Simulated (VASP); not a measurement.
Wanted: the native input for a VASP 6.6.1 run.

* Task: single point
* Functional: PBE
* Potentials or basis: VASP PAW PBE potentials, release 64 (Sn_d)
* Cutoff: 520 eV
* k mesh: 7 × 7 × 7
* Occupations: fermi-dirac, width 0.05 eV
* Spin: no spin polarisation
* Dipole correction: no
* Further INCAR settings: ALGO = Fast; EDIFF = 1e-06; NBANDS = 21

The structure of Sn lies in POSCAR:

```
Sn
1.0
    0.0000000000      3.1673376916      3.1673376916
    3.1673376916      0.0000000000      3.1673376916
    3.1673376916      3.1673376916      0.0000000000
Sn
2
Direct
    0.7500000000      0.7500000000      0.7500000000
    0.5000000000      0.5000000000      0.5000000000
```

This cell differs from its parent crystal: volume scaled by 0.94.

The input as run:

INCAR

```
PREC = Accurate ; ENCUT = 520
EDIFF = 1E-6 ; ISMEAR = -1
SIGMA = 0.05 ; LREAL = False
LASPH = True ; NELM = 60
ALGO = Fast ; ISIF = 2
LWAVE = False ; LCHARG = False
GGA = PE ; NBANDS = 21
```

KPOINTS

```
regular mesh
0
Gamma
  7 7 7
```

Potentials or basis: VASP PAW PBE potentials, release 64 (Sn_d).

Command:

```bash
$ cat potpaw_PBE.64/Sn_d/POTCAR > POTCAR
$ mpirun -np 1 vasp_std > vasp.out
```

It gave:

```
Pressure               : 7.6 GPa
Band gap on the k mesh : zero (filled and empty bands touch)
```

Caveat: spin-orbit coupling is left out, which moves the levels of the heavy elements.

Wall time 33 s on 1 thread of Intel(R) Xeon(R) Platinum 8488C (Sapphire Rapids), on a shared host, peak memory 0.2 GiB.
